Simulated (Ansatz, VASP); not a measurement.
# P: VASP beside Ansatz

Contents of INCAR:

```
SYSTEM = P
PREC = Accurate ; ENCUT = 520
EDIFF = 1E-6 ; ISMEAR = 0
SIGMA = 0.05 ; LREAL = .False.
LASPH = .True. ; NELM = 80
ALGO = Normal ; ISIF = 2
LWAVE = .False. ; LCHARG = .False.
GGA = PS ; NBANDS = 30
```

KPOINTS

```
Automatic mesh
0
Gamma
  6 6 6
  0 0 0
```

The input POSCAR:

```
P
1.0
    4.5164988030     -3.9859026526     -0.0101430400
    4.5164988030      3.9859026526     -0.0101430400
   -0.0334229708      0.0000000000      5.5589750547
P
8
Direct
    0.8512742797      0.8512742797      0.2375644293
    0.1487257203      0.1487257203      0.7624355707
    0.7191783959      0.7191783959      0.5855434286
    0.2808216041      0.2808216041      0.4144565714
    0.5015958456      0.7783891987      0.2493767515
    0.2216108013      0.4984041544      0.7506232485
    0.4984041544      0.2216108013      0.7506232485
    0.7783891987      0.5015958456      0.2493767515
```

Input for Ansatz:

```yaml
crystal:
  lattice:
    - [4.516498803, -3.9859026526, -0.01014304]
    - [4.516498803, 3.9859026526, -0.01014304]
    - [-0.0334229708, 0.0, 5.5589750547]
  atoms:
    - { symbol: P, position: [0.8512742797, 0.8512742797, 0.2375644293] }
    - { symbol: P, position: [0.1487257203, 0.1487257203, 0.7624355707] }
    - { symbol: P, position: [0.7191783959, 0.7191783959, 0.5855434286] }
    - { symbol: P, position: [0.2808216041, 0.2808216041, 0.4144565714] }
    - { symbol: P, position: [0.5015958456, 0.7783891987, 0.2493767515] }
    - { symbol: P, position: [0.2216108013, 0.4984041544, 0.7506232485] }
    - { symbol: P, position: [0.4984041544, 0.2216108013, 0.7506232485] }
    - { symbol: P, position: [0.7783891987, 0.5015958456, 0.2493767515] }
basis:
  ecutwfc: 420
kpoints:
  mp_grid: { grid: [6, 6, 6] }
hamiltonian:
  xc: pbesol
scf:
  occupations: { method: gaussian, width: 0.05 }
output:
  forces: true
  stress: true
  eigenvalues: true
  write_density: true
  write_potential: true
  elf: true
  volumetric_format: npy
```

Change from the starting cell: strain +0.000 along x and y, +0.050 along z, atoms carried along.

Alike in both runs: task single point; functional PBEsol; k mesh 6 × 6 × 6; occupations gaussian, width 0.05 eV; no spin polarisation.

```csv
,VASP,Ansatz
version,VASP 6.6.1,Ansatz 0.2.0
potentials or method,"VASP PAW PBE potentials, release 64 (P), cutoff 520 eV","scalar-relativistic, plane waves, PAW"
valence electrons in the cell,40,40
```

VASP gave:

| Property | Result |
| --- | --- |
| gap on the k mesh at the Fermi level (eV) | 2.00 |
| least direct gap on the mesh (eV) | 2.42 |
| pressure (GPa) | -2.8 |
| traceless stress, the component that is largest in VASP (GPa) | -3.29 |
| rms of the force components (eV/Å) | 0.624 |

Problem. Which values does Ansatz return?

Solution. gap on the k mesh at the Fermi level (eV): 2.01; least direct gap on the mesh (eV): 2.43; pressure (GPa): -2.6; traceless stress, the component that is largest in VASP (GPa): -3.30; rms of the force components (eV/Å): 0.594.

VASP's potentials were made for PBE, not for PBEsol. Atom by atom the forces differ by 0.042 eV/Å (rms over components).
